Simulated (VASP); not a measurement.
ZnSe2, 6 atoms in the cell. Symmetry: Ibam, No. 72, orthorhombic system. Conventional cell: a = 4.443 Å, b = 9.171 Å, c = 6.932 Å, α = 90.00°, β = 90.00°, γ = 90.00°. Zn (site symmetry 222) has 4 Se at 2.52 Å within 3.3 Å. Se (site symmetry m) has 3 Se at 2.47 to 3.38 Å and 2 Zn at 2.52 Å within 3.4 Å. 

```yaml
Program: VASP 6.6.1
Task: single point
Functional: PBE
Potentials_or_basis: VASP PAW PBE potentials, release 64 (Zn, Se)
Cutoff: 520 eV
k_mesh: 8 × 8 × 8
Occupations: gaussian, width 0.02 eV
Spin: no spin polarisation
Dipole_correction: no
Further_INCAR_settings: ALGO = Normal; EDIFF = 1e-07; NBANDS = 33
```

Potentials or basis: VASP PAW PBE potentials, release 64 (Zn, Se).

Command:

```bash
$ cat potpaw_PBE.64/Zn/POTCAR potpaw_PBE.64/Se/POTCAR > POTCAR
$ mpirun -np 1 vasp_std > vasp.out
```

Hardware: 1 thread of Intel(R) Xeon(R) 6975P-C (Granite Rapids), with other jobs on the host.

Q: How long does it take, and how much memory?

A: Wall time 12 min on 1 thread of Intel(R) Xeon(R) 6975P-C (Granite Rapids) (shared host), peak memory 0.56 GiB. Counts: scf iterations 14, k points 95.
